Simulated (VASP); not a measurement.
# Rh (I4/mmm) in VASP: notebook

Runs on Rh. Level: PBE. Tasks: single point.

Everything below comes from runs of VASP 6.6.1. Logs are shortened: lines on timing, memory, paths and dates and some standing lists are left out, and cuts for length are marked.

**1. The cell of the first run**

The structure is tetragonal, space group I4/mmm (No. 139). The conventional cell has a = 2.689 Å, b = 2.689 Å, c = 3.727 Å, α = 90.00°, β = 90.00°, γ = 90.00°. Rh (site symmetry 4/mmm) has 12 Rh at 2.66 to 2.69 Å within 3.5 Å.

**2. Single point, PBE (strain -0.0200 x Voigt [0, 1, 0, 0, 0, 0])**

Input file INCAR:

```
PREC = Accurate ; ENCUT = 520
EDIFF = 1E-6 ; ISMEAR = 0
SIGMA = 0.15 ; LREAL = F
LASPH = T ; NELM = 60
ALGO = Fast ; ISIF = 2
LWAVE = F ; LCHARG = F
GGA = PE ; NBANDS = 14
```

Input file KPOINTS:

```
Automatic mesh
0
Gamma
  22 22 22
```

Input file POSCAR:

```
Rh
1.0
    0.0000000000      1.8635190000      1.9015500000
    1.9015500000      0.0000000000      1.9015500000
    1.9015500000      1.8635190000      0.0000000000
Rh
1
Direct
    0.0000000000      0.0000000000      0.0000000000
```

Potentials or basis: VASP PAW PBE potentials, release 64 (Rh_pv).

Launch:

```sh
cat potpaw_PBE.64/Rh_pv/POTCAR > POTCAR
mpirun -np 1 vasp_std > vasp.out
```

OUTCAR:

```text
PREC = Accurate
   ENCUT = 520
   EDIFF = 1E-6
   ISMEAR = 0
   LREAL = F
   LASPH = T
   NELM = 60
   ISIF = 2
   GGA = PE

 ion  position               nearest neighbor table
   1  0.000  0.000  0.000-

  LATTYP: Found a body centered tetragonal cell.
 ALAT       =     2.6891977995
 C/A-ratio  =     1.3859292911

  Lattice vectors:

 A1 = (   0.0000000000,  -1.8635190000,   1.9015500000)
 A2 = (   0.0000000000,  -1.8635190000,  -1.9015500000)
 A3 = (   1.9015500000,   1.8635190000,   0.0000000000)

Analysis of symmetry for initial positions (statically):
=====================================================================
 Subroutine PRICEL returns:
 Original cell was already a primitive cell.

 Routine SETGRP: Setting up the symmetry group for a
 body centered tetragonal supercell.

 Subroutine GETGRP returns: Found 16 space group operations
 (whereof 16 operations were pure point group operations)
 out of a pool of 16 trial point group operations.

The static configuration has the point symmetry D_4h.

Analysis of symmetry for dynamics (positions and initial velocities):
=====================================================================
 Subroutine PRICEL returns:
 Original cell was already a primitive cell.

 Routine SETGRP: Setting up the symmetry group for a
 body centered tetragonal supercell.

 Subroutine GETGRP returns: Found 16 space group operations
 (whereof 16 operations were pure point group operations)
 out of a pool of 16 trial point group operations.

The dynamic configuration has the point symmetry D_4h.

 Subroutine INISYM returns: Found 16 space group operations
 (whereof 16 operations are pure point group operations),
 and found     1 'primitive' translations

----------------------------------------------------------------------------------------

                                     Primitive cell

  volume of cell :      13.4766

  direct lattice vectors                    reciprocal lattice vectors
     0.000000000  1.863519000  1.901550000    -0.262943388  0.268309580  0.262943388
     1.901550000  0.000000000  1.901550000     0.262943388 -0.268309580  0.262943388
     1.901550000  1.863519000  0.000000000     0.262943388  0.268309580 -0.262943388

  length of vectors
     2.662441636  2.689197800  2.662441636     0.458550413  0.458550413  0.458550413

  position of ions in fractional coordinates (direct lattice)
     0.000000000  0.000000000  0.000000000

  ion indices of the primitive-cell ions
   primitive index   ion index
                 1           1

[... 82 lines left out ...]
   NELECT =      15.0000    total number of electrons
   NUPDOWN=      -1.0000    fix difference up-down
   EMIN   =  10.00;   EMAX   =-10.00  energy-range for DOS
   EFERMI =   0.00;   METHOD = LEGACY
   ISMEAR =     0;   SIGMA  =   0.15  broadening in eV -4-tet -1-fermi 0-gaus
   EFERMI_NEDOS =   21; number of points for ismear=-14 and -15
   IALGO  =     68    algorithm
   IMIX   =      4    mixing-type and parameters
     AMIX     =   0.40;   BMIX     =  1.00
     AMIX_MAG =   1.60;   BMIX_MAG =  1.00
  volume/ion in A,a.u.               =      13.48        90.94
  Fermi-wavevector in a.u.,A,eV,Ry     =   1.696597  3.206104 39.163594  2.878443
  Thomas-Fermi vector in A             =   2.777431
   LORBIT       =      0    0 simple, 1 ext, 2 COOP (PROOUT), +10 PAW based schemes
   GGA     = PE    functional components
   LHFCALC =     F    Hartree Fock is set to
   AEXX    =    0.0000 exact exchange contribution
   IVDW    =     0    specifies the selected vdW correction
   LEPSILON=     F    determine dielectric tensor
   LRPA    =     F    only Hartree local field effects (RPA)
 non-spin polarized calculation
 RMM-DIIS sequential band-by-band and
 Gauss-broadening in eV      SIGMA  =   0.15
  energy-cutoff  :      520.00
  volume of cell :       13.48
 maximum number of plane-waves:       378
   NGX =  9   NGY =  9   NGZ =  9

 number of electron      15.0000006 magnetization

 Free energy of the ion-electron system (eV)
  ---------------------------------------------------
  ext. energy  EPLUGINS =         0.00000000
  ---------------------------------------------------
  free energy    TOTEN  =        -7.24246056 eV

  energy without entropy =       -7.22786878  energy(sigma->0) =       -7.23516467

 E-fermi :  12.2689     XC(G=0): -14.1612

 val. band max:       12.2662098364   @ k =   0.1364   0.4091   0.0455
 cond. band min:      12.2695480812   @ k =   0.3182   0.1818   0.0455
 fundamental gap:      0.0033382448
 Fermi energy:        12.2689303785

 k-point     1 :       0.0000    0.0000    0.0000
  band No.  band energies     occupation
      1     -34.1437      2.00000
      2     -34.1437      2.00000
      3     -34.1318      2.00000
      4       4.1679      2.00000
      5       9.0294      2.00000
      6       9.0294      2.00000
      7       9.2485      2.00000
      8      11.1163      2.00000
      9      11.3838      2.00000
     10      28.2623      0.00000
     11      32.7467      0.00000
     12      33.6146      0.00000
     13      33.6146      0.00000
     14      34.2719      0.00000
[... 377 lines left out ...]
      1     -34.9126      2.00000
      2     -34.2726      2.00000
      3     -34.2352      2.00000
      4       6.0601      2.00000
      5       8.8820      2.00000
      6       9.1750      2.00000
      7      12.0118      1.98466
      8      12.7454      0.00001
      9      13.7999      0.00000
     10      21.2942      0.00000
     11      27.9077      0.00000
     12      32.7469      0.00000
     13      33.3286      0.00000
     14      34.0325      0.00000

 [... further k-points ...]

------------------------ aborting loop because EDIFF is reached ----------------------------------------

  FORCE on cell =-STRESS in cart. coord.  units (eV):
  Direction    XX          YY          ZZ          XY          YZ          ZX
  --------------------------------------------------------------------------------------
  -------------------------------------------------------------------------------------
  Total        0.8629440      1.2954972      0.8629440      0.0000000     -0.0000000      0.0000000
  in kB      102.5920848    154.0166697    102.5920848      0.0000000     -0.0000000      0.0000000
  external PRESSURE =     119.7336131 kB  Pullay stress =       0.0000000 kB

 VOLUME and BASIS-vectors are now :
 -----------------------------------------------------------------------------
  energy-cutoff  :      520.00
  volume of cell :       13.48
      direct lattice vectors                 reciprocal lattice vectors
     0.000000000  1.863519000  1.901550000    -0.262943388  0.268309580  0.262943388
     1.901550000  0.000000000  1.901550000     0.262943388 -0.268309580  0.262943388
     1.901550000  1.863519000  0.000000000     0.262943388  0.268309580 -0.262943388

 POSITION                                       TOTAL-FORCE (eV/Angst)
 -----------------------------------------------------------------------------------
      0.00000      0.00000      0.00000         0.000000      0.000000      0.000000
 -----------------------------------------------------------------------------------
    total drift:                                0.000000      0.000000      0.000000

  FREE ENERGIE OF THE ION-ELECTRON SYSTEM (eV)
  ---------------------------------------------------
  free  energy   TOTEN  =        -7.2424605586 eV

  energy  without entropy=       -7.2278687798  energy(sigma->0) =       -7.23516467
```

OSZICAR:

```text
N       E                     dE             d eps       ncg     rms          rms(c)
DAV:   1     0.120204908459E+03    0.12020E+03   -0.87604E+03 23410   0.115E+03
DAV:   2    -0.616711921794E+01   -0.12637E+03   -0.12085E+03 25914   0.341E+02
DAV:   3    -0.773013919653E+01   -0.15630E+01   -0.15605E+01 27810   0.417E+01
DAV:   4    -0.773584131212E+01   -0.57021E-02   -0.57019E-02 26706   0.258E+00
DAV:   5    -0.773589039749E+01   -0.49085E-04   -0.49084E-04 27150   0.211E-01    0.107E+01
RMM:   6    -0.726359846930E+01    0.47229E+00   -0.74517E-01 24897   0.851E+00    0.389E+00
RMM:   7    -0.724587933401E+01    0.17719E-01   -0.33775E-02 25356   0.198E+00    0.172E+00
RMM:   8    -0.724273124858E+01    0.31481E-02   -0.59064E-03 27659   0.865E-01    0.247E-01
RMM:   9    -0.724245376499E+01    0.27748E-03   -0.61391E-04 28715   0.284E-01    0.174E-02
RMM:  10    -0.724246316686E+01   -0.94019E-05   -0.72878E-05 28865   0.111E-01    0.163E-02
RMM:  11    -0.724246032593E+01    0.28409E-05   -0.53931E-06 27286   0.295E-02    0.168E-03
RMM:  12    -0.724246055862E+01   -0.23269E-06   -0.11511E-06 20100   0.141E-02
   1 F= -.72424606E+01 E0= -.72351647E+01  d E =-.145918E-01
```

stdout:

```text
POSCAR found type information on POSCAR Rh
 POSCAR found :  1 types and       1 ions
 scaLAPACK will be used
 LDA part: xc-table for (Slater+PW92), standard interpolation
 POSCAR, INCAR and KPOINTS ok, starting setup
 FFT: planning ... GRIDC
 FFT: planning ... GRID_SOFT
 FFT: planning ... GRID
 WAVECAR not read
 entering main loop
WARNING in EDDRMM: call to ZHEGV failed, returncode =   6  3     14
WARNING in EDDRMM: call to ZHEGV failed, returncode =   6  3     13
WARNING in EDDRMM: call to ZHEGV failed, returncode =   8  4     13
```

Run time: 3.9 min. Hardware: 1 thread of Intel Xeon 8259CL, shared host; peak memory 0.25 GiB.

What came out:

* Free energy: -7.2425 eV
* Pressure: 12.0 GPa
* Band gap on the k mesh: zero (an odd number of electrons rules out a gap without spin polarisation)

Stress tensor (GPa, compression positive):
```
10.26  0.00  0.00
 0.00 15.40  0.00
 0.00  0.00 10.26
```

Caveat: the cell differs from its parent crystal (strain -0.0200 x Voigt [0, 1, 0, 0, 0, 0]); the cell stands under pressure.

**3. Single point, PBE (strain -0.0100 x Voigt [0, 1, 0, 0, 0, 0])**

Input file INCAR:

```
PREC = Accurate
ENCUT = 520
EDIFF = 1E-6
ISMEAR = 0
SIGMA = 0.15
LREAL = False
LASPH = True
NELM = 60
ALGO = Fast
ISIF = 2
LWAVE = False
LCHARG = False
GGA = PE
NBANDS = 14
```

Input file KPOINTS:

```
regular mesh
0
Gamma
  22 22 22
```

Input file POSCAR:

```
Rh
1.0
    0.0000000000      1.8825345000      1.9015500000
    1.9015500000      0.0000000000      1.9015500000
    1.9015500000      1.8825345000      0.0000000000
Rh
1
Direct
    0.0000000000      0.0000000000      0.0000000000
```

Potentials or basis: VASP PAW PBE potentials, release 64 (Rh_pv).

Launch:

```sh
cat potpaw_PBE.64/Rh_pv/POTCAR > POTCAR
mpirun -np 1 vasp_std > vasp.out
```

Run time: 3.7 min. Hardware: 1 thread of Intel Xeon 8259CL, shared host; peak memory 0.25 GiB.

Results (log left out):

```
Free energy            : -7.2537 eV
Pressure               : 8.8 GPa
Band gap on the k mesh : zero (an odd number of electrons rules out a gap without spin polarisation)
```

Stress tensor (GPa, compression positive):
```
 7.96  0.00  0.00
 0.00 10.47  0.00
 0.00  0.00  7.96
```

Levels at points of the mesh, in eV from the Fermi level:
```tsv
k point	band 5	band 6	band 7	band 8	band 9	band 10
(0.00, 0.00, 0.00)	-3.16	-3.16	-3.05	-1.07	-0.94	16.00
(0.50, 0.00, 0.00)	-3.26	-3.14	0.56	0.61	0.73	8.75
(0.50, 0.50, 0.00)	-6.03	0.56	0.96	1.05	3.21	12.31
(0.50, 0.00, 0.50)	-6.04	0.55	1.02	1.02	3.43	12.60
```

Caveat: the cell differs from its parent crystal (strain -0.0100 x Voigt [0, 1, 0, 0, 0, 0]); the cell stands under pressure.

**4. Single point, PBE (strain +0.0200 x Voigt [0, 1, 0, 0, 0, 0])**

Input file INCAR:

```
  ALGO = Fast
  EDIFF = 1E-7
  ENCUT = 520
  GGA = PE
  ISIF = 2
  ISMEAR = 0
  LASPH = T
  LCHARG = F
  LREAL = F
  LWAVE = F
  NBANDS = 14
  NELM = 80
  PREC = Accurate
  SIGMA = 0.15
```

Input file KPOINTS:

```
k-points
0
Gamma
  22 22 22
```

Input file POSCAR:

```
Rh
1.0
    0.0000000000      1.9395810000      1.9015500000
    1.9015500000      0.0000000000      1.9015500000
    1.9015500000      1.9395810000      0.0000000000
Rh
1
Direct
    0.0000000000      0.0000000000      0.0000000000
```

Launch:

```sh
cat potpaw_PBE.64/Rh_pv/POTCAR > POTCAR
mpirun -np 1 vasp_std > vasp.out
```

Run time: 4.1 min. Hardware: 1 thread of Intel Xeon 8259CL, shared host; peak memory 0.25 GiB.

It converged, with:

```
Free energy            : -7.2636 eV
Pressure               : 0.5 GPa
Band gap on the k mesh : zero (an odd number of electrons rules out a gap without spin polarisation)
```

Stress tensor (GPa, compression positive):
```
 2.04  0.00  0.00
 0.00 -2.60  0.00
 0.00  0.00  2.04
```

Levels at points of the mesh, in eV from the Fermi level:
```csv
k point,band 3,band 4,band 5,band 6,band 7,band 8,band 9,band 10,band 11,band 12
"(0.00, 0.00, 0.00)",-46.33,-7.80,-3.12,-2.90,-2.90,-1.09,-0.83,16.02,20.60,20.97
"(0.50, 0.00, 0.00)",-46.42,-5.95,-3.16,-2.94,0.50,0.61,0.76,8.45,15.50,20.60
"(0.50, 0.50, 0.00)",-46.59,-6.12,-5.76,0.52,0.87,1.05,3.39,12.21,12.99,13.20
"(0.50, 0.00, 0.50)",-46.57,-6.12,-5.75,0.54,0.94,0.94,2.97,11.67,13.46,13.46
```

Caveat: the cell differs from its parent crystal (strain +0.0200 x Voigt [0, 1, 0, 0, 0, 0]).

**5. The runs side by side**

```csv
cell,further INCAR settings,gap on the mesh (eV),pressure (GPa)
"a = 2.662, b = 2.689 Å, angles 59.7, 60.7, 59.7°, 1 atom",ALGO = Fast; EDIFF = 1e-06; NBANDS = 14,none,12.0
"a = 2.676, b = 2.689 Å, angles 59.8, 60.3, 59.8°, 1 atom",ALGO = Fast; EDIFF = 1e-06; NBANDS = 14,none,8.8
"a = 2.716, b = 2.689 Å, angles 60.3, 59.3, 60.3°, 1 atom",ALGO = Fast; EDIFF = 1e-07; NBANDS = 14,none,0.5
```

Alike in all rows: task single point; level PBE; potentials or basis VASP PAW PBE potentials, release 64 (Rh_pv); no spin polarisation; k mesh 22 × 22 × 22; cutoff (eV) 520; smearing gaussian 0.15 eV.

Caveats: the cell stands under pressure (at least some runs).

Total energies depend on the potentials used, so only differences within one code and one set of settings carry meaning.
